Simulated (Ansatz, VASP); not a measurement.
Two plane-wave programs on Hf

```
Hf
1.0
     3.19670    0.00000    0.00000
    -1.59835    2.76842    0.00000
     0.00000    0.00000    5.43713
Hf
2
Direct
  0.33333 0.66667 0.25000
  0.66667 0.33333 0.75000
```

Change from the starting cell: strain +0.0750 x Voigt [0, 0, 1, 0, 0, 0], atoms carried along.

Alike in both runs: task single point; functional PBE; k mesh 18 × 18 × 10; occupations gaussian, width 0.15 eV; no spin polarisation.

|  | VASP | Ansatz |
| --- | --- | --- |
| version | VASP 6.6.1 | Ansatz 0.2.0 |
| potentials or method | VASP PAW PBE potentials, release 64 (Hf_pv), cutoff 520 eV | scalar-relativistic, plane waves, PAW |
| valence electrons in the cell | 20 | 52 |

VASP gave:

```
gap on the k mesh at the Fermi level (eV)                     : none
pressure (GPa)                                                : -6.6
traceless stress, the component that is largest in VASP (GPa) : -5.25
```

**Question.** Which values does Ansatz return?

**Answer.** gap on the k mesh at the Fermi level (eV): none; pressure (GPa): -6.2; traceless stress, the component that is largest in VASP (GPa): -5.24.

A gap of «none» marks a metal or a gap that the smearing closes. VASP's potentials hold 20 valence electrons a cell and Ansatz's 52, so a difference there can come from the potentials and not from the codes.

Neither program's run includes spin-orbit coupling.
